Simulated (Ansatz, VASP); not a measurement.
**Two plane-wave programs on C**

Contents of INCAR:

```
SYSTEM = C
PREC = Accurate ; ENCUT = 520
EDIFF = 1E-6 ; ISMEAR = 0
SIGMA = 0.05 ; LREAL = .False.
LASPH = .True. ; NELM = 80
ALGO = Normal ; ISIF = 2
LWAVE = .False. ; LCHARG = .False.
NBANDS = 31
```

File KPOINTS:

```
regular mesh
0
Gamma
  10 10 3
  0 0 0
```

File POSCAR:

```
C
1.0
   -2.4912907516      0.0000000000      0.0000000000
   -1.2456453758     -2.1575210791      0.0000000000
    0.7473872255      0.7191736930     10.2538776052
C
10
Direct
   -0.1500125790      0.0248185525      0.8741556576
    0.8301325790      0.9751814475      0.7252443424
    0.0835382599      0.1086956498      0.1257869493
    0.7965817401      0.8913043502      0.4736130507
    0.1034062653      0.1583656632      0.2747969895
    0.7767137347      0.8416343368      0.3246030105
    0.1900058307      0.3748645769      0.9242937306
    0.4901141693      0.6251354231      0.6751062694
    0.4101887475      0.4253218689      0.0756656066
    0.4699312525      0.5746781311      0.5237343934
```

Input for Ansatz:

```yaml
crystal:
  lattice:
    - [-2.4912907516, 0.0, 0.0]
    - [-1.2456453758, -2.1575210791, 0.0]
    - [0.7473872255, 0.719173693, 10.2538776052]
  atoms:
    - { symbol: C, position: [-0.150012579, 0.0248185525, 0.8741556576] }
    - { symbol: C, position: [0.830132579, 0.9751814475, 0.7252443424] }
    - { symbol: C, position: [0.0835382599, 0.1086956498, 0.1257869493] }
    - { symbol: C, position: [0.7965817401, 0.8913043502, 0.4736130507] }
    - { symbol: C, position: [0.1034062653, 0.1583656632, 0.2747969895] }
    - { symbol: C, position: [0.7767137347, 0.8416343368, 0.3246030105] }
    - { symbol: C, position: [0.1900058307, 0.3748645769, 0.9242937306] }
    - { symbol: C, position: [0.4901141693, 0.6251354231, 0.6751062694] }
    - { symbol: C, position: [0.4101887475, 0.4253218689, 0.0756656066] }
    - { symbol: C, position: [0.4699312525, 0.5746781311, 0.5237343934] }
basis:
  ecutwfc: 420
kpoints:
  mp_grid: { grid: [10, 10, 3] }
hamiltonian:
  xc: lda
scf:
  occupations: { method: gaussian, width: 0.05 }
output:
  forces: true
  stress: true
  eigenvalues: true
```

Alike in both runs: task single point; functional LDA; k mesh 10 × 10 × 3; occupations gaussian, width 0.05 eV; no spin polarisation.

|  | VASP | Ansatz |
| --- | --- | --- |
| version | VASP 6.6.1 | Ansatz 0.2.0 |
| potentials or method | VASP PAW LDA potentials, release 64 (C), cutoff 520 eV | scalar-relativistic, plane waves, PAW |
| valence electrons in the cell | 40 | 40 |

```tsv
	VASP	Ansatz	Ansatz less VASP
gap on the k mesh at the Fermi level (eV)	3.76	3.76	+0.003
least direct gap on the mesh (eV)	4.91	4.91	-0.002
pressure (GPa)	1.6	0.0	-1.59
traceless stress, the component that is largest in VASP (GPa)	21.58	21.60	+0.027
rms of the force components (eV/Å)	0.855	0.858	+0.0034
```

LDA's correlation is that of Perdew and Zunger in VASP and of Perdew and Wang (1992) in Ansatz. Atom by atom the forces differ by 0.007 eV/Å (rms over components).
